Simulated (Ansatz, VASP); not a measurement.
One calculation of LiH, two programs

File POSCAR:

```
LiH
1.0
    0.0000000000      2.1451220117      2.1451220117
    2.0406545697      0.0000000000      2.1451220117
    2.0406545697      2.1451220117      0.0000000000
Li H
1 1
Direct
    0.0000000000      0.0000000000      0.0000000000
    0.2500000000      0.2500000000      0.2500000000
```

Contents of INCAR.step1:

```
SYSTEM = LiH
PREC = Accurate
ENCUT = 520
EDIFF = 1E-5
ISMEAR = 0
SIGMA = 0.01
LREAL = .FALSE.
LASPH = .TRUE.
NELM = 80
ALGO = Normal
ISIF = 2
LWAVE = .TRUE.
LCHARG = .FALSE.
GGA = PE
NBANDS = 9
```

Contents of INCAR.step2:

```
SYSTEM = LiH
PREC = Accurate
ENCUT = 520
EDIFF = 1E-7
ISMEAR = 0
SIGMA = 0.01
LREAL = .FALSE.
LASPH = .TRUE.
NELM = 80
ALGO = Normal
ISIF = 2
LWAVE = .FALSE.
LCHARG = .FALSE.
GGA = PE
LHFCALC = .TRUE.
HFSCREEN = 0.2079
PRECFOCK = Normal
ISTART = 1
NBANDS = 9
```

Contents of KPOINTS:

```
regular mesh
0
G
  8 8 8
  0 0 0
```

Input for Ansatz:

```yaml
crystal:
  lattice:
    - [0.0, 2.1451220117, 2.1451220117]
    - [2.0406545697, 0.0, 2.1451220117]
    - [2.0406545697, 2.1451220117, 0.0]
  atoms:
    - { symbol: Li, position: [0.0, 0.0, 0.0] }
    - { symbol: H, position: [0.25, 0.25, 0.25] }
kpoints:
  mp_grid: { grid: [8, 8, 8] }
  band_path:
    path:
      - [0.0, 0.0, 0.0]
      - [-0.5, -0.5, 0.0]
      - [-0.375, -0.375, 0.25]
      - [-0.375, 0.0, 0.375]
      - [0.0, 0.0, 0.5]
      - [-0.5, -0.25, 0.25]
      - [-0.15, -0.075, 0.425]
      - [0.190104, -0.5, -0.309896]
    npoints: 1
hamiltonian:
  xc: hse06
scf:
  occupations: { method: fixed }
  n_extra_bands: 4
output:
  forces: true
  stress: true
  eigenvalues: true
  write_density: true
  write_potential: true
  elf: true
  volumetric_format: npy
```

Change from the starting cell: uniaxial_x strain -4.9%.

Alike in both runs: task single point; functional HSE06; k mesh 8 × 8 × 8; no spin polarisation.

```csv
,VASP,Ansatz
version,VASP 6.6.1,Ansatz 0.2.0
potentials or method,"VASP PAW PBE potentials, release 64 (Li_sv, H)","plane waves, PAW"
plane-wave cutoff (eV),520,420
occupations,"gaussian, width 0.01 eV",fixed
valence electrons in the cell,4,4
```

|  | VASP | Ansatz | Ansatz less VASP |
| --- | --- | --- | --- |
| gap on the k mesh at the Fermi level (eV) | 5.27 | 5.27 | 0.000 |

Ansatz's warnings: stress exchange threshold loose, stress scf threshold loose.

Noted on VASP's run: the cutoff is short for stress, so the pressure is rough.
